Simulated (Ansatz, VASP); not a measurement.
Two plane-wave programs on CuRuC4N4

```
Cu Ru C N
1.0
     5.82978    0.00000    0.00000
     0.00000    5.82978    0.00000
     0.00000    0.00000    5.82978
Cu Ru C N
1 1 4 4
Cartesian
  2.9149 2.9149 2.9149
  0.0000 0.0000 0.0000
  1.1207 1.1207 1.1207
  1.1207 4.7091 4.7091
  4.7091 1.1207 4.7091
  4.7091 4.7091 1.1207
  1.8007 1.8007 1.8007
  1.8007 4.0291 4.0291
  4.0291 1.8007 4.0291
  4.0291 4.0291 1.8007
```

Alike in both runs: functional PBE; k mesh 6 × 6 × 6; occupations gaussian, width 0.1 eV; collinear spin.

Ansatz relaxed the structure, and its values are those at the end. VASP's run is a single point on that final structure, the one shown.

```csv
,VASP,Ansatz
version,VASP 6.6.1,Ansatz 0.2.0
potentials or method,"VASP PAW PBE potentials, release 64 (Cu, Ru_pv, C, N), cutoff 520 eV","scalar-relativistic, plane waves, PAW"
valence electrons in the cell,61,71
```

|  | VASP | Ansatz | Ansatz less VASP |
| --- | --- | --- | --- |
| gap on the k mesh at the Fermi level (eV) | none | none | - |
| pressure (GPa) | 0.4 | 0.0 | -0.37 |
| rms of the force components (eV/Å) | 0.160 | 0.001 | -0.1592 |
| net moment per atom (μB) | 0.10 | 0.10 | 0.000 |
| size of the moment on the site where the two differ most (μB) | 0.50 | 0.34 | -0.160 |

Site moments also hang on the region over which each program counts them. A gap of «none» marks a metal or a gap that the smearing closes. One of these differences is far larger than is usual between the two programs; its cause wasn't traced. VASP's potentials hold 61 valence electrons a cell and Ansatz's 71, so a difference there can come from the potentials and not from the codes.

Noted on VASP's run: the standard files for N, O and F lose accuracy on very short bonds.
